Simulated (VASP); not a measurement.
# TePb (m.bgw) (Fm-3m) in VASP: single point with PBE

Aim: the single point of TePb (m.bgw) with PBE.

Program: VASP 6.6.1. These are calculated values, not measurements. Logs are shortened: lines on timing, memory, paths and dates and some standing lists are left out, and cuts for length are marked.

## Step 1: The cell of the first run

It takes space group Fm-3m (No. 225, cubic). Conventional cell: a = 6.570 Å, b = 6.570 Å, c = 6.570 Å, α = 90.00°, β = 90.00°, γ = 90.00°. Within 4.3 Å of Pb (site symmetry m-3m) lie 6 Te at 3.28 Å. Te (site symmetry m-3m) has 6 Pb at 3.28 Å within 4.3 Å.

## Step 2: Single point, PBE

INCAR

```
SYSTEM = TePb
ALGO = Normal
EDIFF = 1E-6
ENCUT = 500
GGA = PE
GGA_COMPAT = .False.
ISIF = 2
ISMEAR = 0
LASPH = .True.
LCHARG = .True.
LELF = .True.
LREAL = .False.
LVHAR = .True.
LWAVE = .False.
NBANDS = 17
NELM = 120
PREC = Accurate
SIGMA = 0.01
```

KPOINTS

```
k-points
0
Gamma
  4 4 4
  0 0 0
```

POSCAR

```
TePb
1.0
    0.0000000000      3.2849854823      3.2849854823
    3.2849854823      0.0000000000      3.2849854823
    3.2849854823      3.2849854823      0.0000000000
Pb Te
1 1
Direct
    0.0000000000      0.0000000000      0.0000000000
    0.5000000000      0.5000000000      0.5000000000
```

Potentials or basis: VASP PAW PBE potentials, release 64 (Pb_d, Te).

The run is started by

```console
> cat potpaw_PBE.64/Pb_d/POTCAR potpaw_PBE.64/Te/POTCAR > POTCAR
> mpirun -np 1 vasp_std > vasp.out
```

OUTCAR:

```text
SYSTEM = TePb
   EDIFF = 1E-6
   ENCUT = 500
   GGA = PE
   ISIF = 2
   ISMEAR = 0
   LASPH = .True.
   LREAL = .False.
   NELM = 120
   PREC = Accurate

 ion  position               nearest neighbor table
   1  0.000  0.000  0.000-   2 3.28   2 3.28   2 3.28   2 3.28   2 3.28   2 3.28
   2  0.500  0.500  0.500-   1 3.28   1 3.28   1 3.28   1 3.28   1 3.28   1 3.28

  LATTYP: Found a face centered cubic cell.
 ALAT       =     6.5699709646

  Lattice vectors:

 A1 = (   0.0000000000,   3.2849854823,   3.2849854823)
 A2 = (   3.2849854823,   0.0000000000,   3.2849854823)
 A3 = (   3.2849854823,   3.2849854823,   0.0000000000)

Analysis of symmetry for initial positions (statically):
=====================================================================
 Subroutine PRICEL returns:
 Original cell was already a primitive cell.

 Routine SETGRP: Setting up the symmetry group for a
 face centered cubic supercell.

 Subroutine GETGRP returns: Found 48 space group operations
[... 9 lines left out ...]

 Routine SETGRP: Setting up the symmetry group for a
 face centered cubic supercell.

 Subroutine GETGRP returns: Found 48 space group operations
[... 11 lines left out ...]
                                     Primitive cell

  volume of cell :      70.8974

  direct lattice vectors                    reciprocal lattice vectors
     0.000000000  3.284985482  3.284985482    -0.152207674  0.152207674  0.152207674
     3.284985482  0.000000000  3.284985482     0.152207674 -0.152207674  0.152207674
     3.284985482  3.284985482  0.000000000     0.152207674  0.152207674 -0.152207674

  length of vectors
     4.645671021  4.645671021  4.645671021     0.263631425  0.263631425  0.263631425

  position of ions in fractional coordinates (direct lattice)
     0.000000000  0.000000000  0.000000000
     0.500000000  0.500000000  0.500000000

  ion indices of the primitive-cell ions
   primitive index   ion index
                 1           1
                 2           2

----------------------------------------------------------------------------------------

 KPOINTS: k-points

Automatic generation of k-mesh.
 Grid dimensions read from file:
 generate k-points for:    4    4    4

 Generating k-lattice:

  Cartesian coordinates                     Fractional coordinates (reciprocal lattice)
    -0.038051919  0.038051919  0.038051919     0.250000000  0.000000000  0.000000000
     0.038051919 -0.038051919  0.038051919     0.000000000  0.250000000  0.000000000
     0.038051919  0.038051919 -0.038051919     0.000000000  0.000000000  0.250000000

  Length of vectors
     0.065907856  0.065907856  0.065907856

  Shift w.r.t. Gamma in fractional coordinates (k-lattice)
     0.000000000  0.000000000  0.000000000

 Subroutine IBZKPT returns following result:
 ===========================================

 Found      8 irreducible k-points:

 Following reciprocal coordinates:
            Coordinates               Weight
  0.000000  0.000000  0.000000      1.000000
  0.250000  0.000000  0.000000      8.000000
  0.500000  0.000000  0.000000      4.000000
  0.250000  0.250000  0.000000      6.000000
  0.500000  0.250000  0.000000     24.000000
 -0.250000  0.250000  0.000000     12.000000
  0.500000  0.500000  0.000000      3.000000
 -0.250000  0.500000  0.250000      6.000000
   k-points           NKPTS =      8   k-points in BZ     NKDIM =      8   number of bands    NBANDS=     17
   number of dos      NEDOS =    301   number of ions     NIONS =      2
   total plane-waves  NPLWV =  46656
   dimension x,y,z NGX =    36 NGY =   36 NGZ =   36
   dimension x,y,z NGXF=    72 NGYF=   72 NGZF=   72
   ions per type =               1   1
   NGX,Y,Z   is equivalent  to a cutoff of  12.88, 12.88, 12.88 a.u.
   NGXF,Y,Z  is equivalent  to a cutoff of  25.77, 25.77, 25.77 a.u.
 SYSTEM =  TePb
   PREC   = accura    normal or accurate (medium, high low for compatibility)
   ISTART =      0    job   : 0-new  1-cont  2-samecut
   ICHARG =      2    charge: 1-file 2-atom 10-const
   ISPIN  =      1    spin polarized calculation?
   LNONCOLLINEAR =      F non collinear calculations
   LSORBIT =      F    spin-orbit coupling
   LASPH  =      T    aspherical Exc in radial PAW
   ENCUT  =  500.0 eV  36.75 Ry    6.06 a.u.   8.47  8.47  8.47*2*pi/ulx,y,z
   NELM   =    120;   NELMIN=  2; NELMDL= -5     # of ELM steps
   EDIFF  = 0.1E-05   stopping-criterion for ELM
   LREAL  =      F    real-space projection
   EDIFFG = 0.1E-04   stopping-criterion for IOM
   NSW    =      0    number of steps for IOM
   IBRION =     -1    ionic relax: 0-MD 1-quasi-New 2-CG
   NFREE  =      0    steps in history (QN), initial steepest desc. (CG)
   ISIF   =      2    stress and relaxation
   ISYM   =      2    0-nonsym 1-usesym 2-fastsym
   POTIM  = 0.5000    time-step for ionic-motion
   TEBEG  =    0.0;   TEEND  =   0.0 temperature during run
   PSTRESS=    0.0 pullay stress
   NELECT =      20.0000    total number of electrons
   NUPDOWN=      -1.0000    fix difference up-down
   EMIN   =  10.00;   EMAX   =-10.00  energy-range for DOS
   EFERMI =   0.00;   METHOD = LEGACY
   ISMEAR =     0;   SIGMA  =   0.01  broadening in eV -4-tet -1-fermi 0-gaus
   EFERMI_NEDOS =   21; number of points for ismear=-14 and -15
   IALGO  =     38    algorithm
   IMIX   =      4    mixing-type and parameters
     AMIX     =   0.40;   BMIX     =  1.00
     AMIX_MAG =   1.60;   BMIX_MAG =  1.00
  volume/ion in A,a.u.               =      35.45       239.22
  Fermi-wavevector in a.u.,A,eV,Ry     =   1.073680  2.028960 15.684632  1.152788
  Thomas-Fermi vector in A             =   2.209486
   LORBIT       =      0    0 simple, 1 ext, 2 COOP (PROOUT), +10 PAW based schemes
   GGA     = PE    functional components
   LHFCALC =     F    Hartree Fock is set to
   AEXX    =    0.0000 exact exchange contribution
   IVDW    =     0    specifies the selected vdW correction
   LEPSILON=     F    determine dielectric tensor
   LRPA    =     F    only Hartree local field effects (RPA)
 non-spin polarized calculation
 Gauss-broadening in eV      SIGMA  =   0.01
  energy-cutoff  :      500.00
  volume of cell :       70.90
 maximum number of plane-waves:      1812
 NGX is ok and might be reduce to    36
   NGX = 17   NGY = 17   NGZ = 17

 number of electron      19.9999999 magnetization

 Free energy of the ion-electron system (eV)
  ---------------------------------------------------
  ext. energy  EPLUGINS =         0.00000000
  ---------------------------------------------------
  free energy    TOTEN  =        -7.51560353 eV

  energy without entropy =       -7.51560353  energy(sigma->0) =       -7.51560353

 E-fermi :   5.0802     XC(G=0):  -9.0814

 val. band max:        4.9880421946   @ k =   0.5000   0.0000   0.0000
 cond. band min:       5.8201281492   @ k =   0.5000   0.0000   0.0000
 fundamental gap:      0.8320859546
 Fermi energy:         5.0801871982

 k-point     1 :       0.0000    0.0000    0.0000
  band No.  band energies     occupation
      1     -11.6578      2.00000
      2     -11.6578      2.00000
      3     -11.6519      2.00000
      4     -11.6519      2.00000
      5     -11.6519      2.00000
      6      -6.6230      2.00000
[... 9 lines left out ...]
     16      10.9046      0.00000
     17      12.3930      0.00000

 k-point     2 :       0.2500    0.0000    0.0000
  band No.  band energies     occupation
      1     -11.6634      2.00000
      2     -11.6634      2.00000
      3     -11.6507      2.00000
      4     -11.6451      2.00000
      5     -11.6451      2.00000
      6      -6.1416      2.00000
[... 9 lines left out ...]
     16      11.9563      0.00000
     17      15.0748      0.00000

 k-point     3 :       0.5000    0.0000    0.0000
  band No.  band energies     occupation
      1     -11.6695      2.00000
      2     -11.6695      2.00000
      3     -11.6496      2.00000
      4     -11.6377      2.00000
      5     -11.6377      2.00000
      6      -5.3147      2.00000
[... 9 lines left out ...]
     16      14.2524      0.00000
     17      14.2524      0.00000

 k-point     4 :       0.2500    0.2500    0.0000
  band No.  band energies     occupation
      1     -11.6773      2.00000
      2     -11.6559      2.00000
      3     -11.6533      2.00000
      4     -11.6418      2.00000
      5     -11.6418      2.00000
      6      -5.9950      2.00000
[... 9 lines left out ...]
     16      13.4219      0.00000
     17      13.4265      0.00000

 k-point     5 :       0.5000    0.2500    0.0000
  band No.  band energies     occupation
      1     -11.6861      2.00000
      2     -11.6585      2.00000
      3     -11.6518      2.00000
      4     -11.6384      2.00000
      5     -11.6350      2.00000
      6      -5.2346      2.00000
[... 9 lines left out ...]
     16      14.6654      0.00000
     17      15.3769      0.00000

 k-point     6 :      -0.2500    0.2500    0.0000
  band No.  band energies     occupation
      1     -11.6725      2.00000
      2     -11.6658      2.00000
      3     -11.6464      2.00000
      4     -11.6418      2.00000
      5     -11.6411      2.00000
      6      -5.4777      2.00000
[... 9 lines left out ...]
     16      13.5403      0.00000
     17      14.3131      0.00000

 k-point     7 :       0.5000    0.5000    0.0000
  band No.  band energies     occupation
      1     -11.7049      2.00000
      2     -11.6597      2.00000
      3     -11.6487      2.00000
      4     -11.6309      2.00000
      5     -11.6309      2.00000
      6      -5.1137      2.00000
[... 9 lines left out ...]
     16      15.6121      0.00000
     17      15.9362      0.00000

 k-point     8 :      -0.2500    0.5000    0.2500
  band No.  band energies     occupation
      1     -11.6909      2.00000
      2     -11.6587      2.00000
      3     -11.6458      2.00000
      4     -11.6458      2.00000
      5     -11.6309      2.00000
      6      -4.9708      2.00000
[... 9 lines left out ...]
     16      15.8324      0.00000
     17      15.9025      0.00000

------------------------ aborting loop because EDIFF is reached ----------------------------------------

  FORCE on cell =-STRESS in cart. coord.  units (eV):
  Direction    XX          YY          ZZ          XY          YZ          ZX
  --------------------------------------------------------------------------------------
  -------------------------------------------------------------------------------------
  Total       -0.0291129     -0.0291129     -0.0291129     -0.0000000      0.0000000     -0.0000000
  in kB       -0.6579097     -0.6579097     -0.6579097     -0.0000000      0.0000000     -0.0000000
  external PRESSURE =      -0.6579097 kB  Pullay stress =       0.0000000 kB

 VOLUME and BASIS-vectors are now :
 -----------------------------------------------------------------------------
  energy-cutoff  :      500.00
  volume of cell :       70.90
      direct lattice vectors                 reciprocal lattice vectors
     0.000000000  3.284985482  3.284985482    -0.152207674  0.152207674  0.152207674
     3.284985482  0.000000000  3.284985482     0.152207674 -0.152207674  0.152207674
     3.284985482  3.284985482  0.000000000     0.152207674  0.152207674 -0.152207674

 POSITION                                       TOTAL-FORCE (eV/Angst)
 -----------------------------------------------------------------------------------
      0.00000      0.00000      0.00000        -0.000000     -0.000000      0.000000
      3.28499      3.28499      3.28499         0.000000      0.000000     -0.000000
 -----------------------------------------------------------------------------------
    total drift:                               -0.000000      0.000000      0.000000

  FREE ENERGIE OF THE ION-ELECTRON SYSTEM (eV)
  ---------------------------------------------------
  free  energy   TOTEN  =        -7.5156035332 eV

  energy  without entropy=       -7.5156035332  energy(sigma->0) =       -7.51560353
```

It took 14 s on 1 thread of AMD EPYC 9R45 (Zen 5), shared host; peak memory 0.17 GiB.

Results:

| Item | Value |
| --- | --- |
| Free energy | -7.5156 eV |
| Pressure | -0.1 GPa |
| Band gap on the k mesh | 0.83 eV, direct |

Levels at points of the mesh, in eV from the valence-band top:
| k point | band 6 | band 7 | band 8 | band 9 | band 10 | band 11 | band 12 | band 13 | band 14 | band 15 |
| --- | --- | --- | --- | --- | --- | --- | --- | --- | --- | --- |
| (0.00, 0.00, 0.00) | -11.61 | -5.71 | -1.15 | -1.15 | -1.15 | 4.03 | 4.03 | 4.03 | 5.92 | 5.92 |
| (0.50, 0.00, 0.00) | -10.30 | -8.33 | -0.73 | -0.73 | 0.00 | 0.83 | 1.40 | 1.40 | 8.34 | 9.14 |
| (0.50, 0.50, 0.00) | -10.10 | -7.22 | -4.11 | -2.51 | -2.51 | 3.51 | 5.30 | 5.30 | 6.43 | 10.00 |

Caveat: spin-orbit coupling is left out, which moves the levels of the heavy elements. A k mesh can miss the band edges.
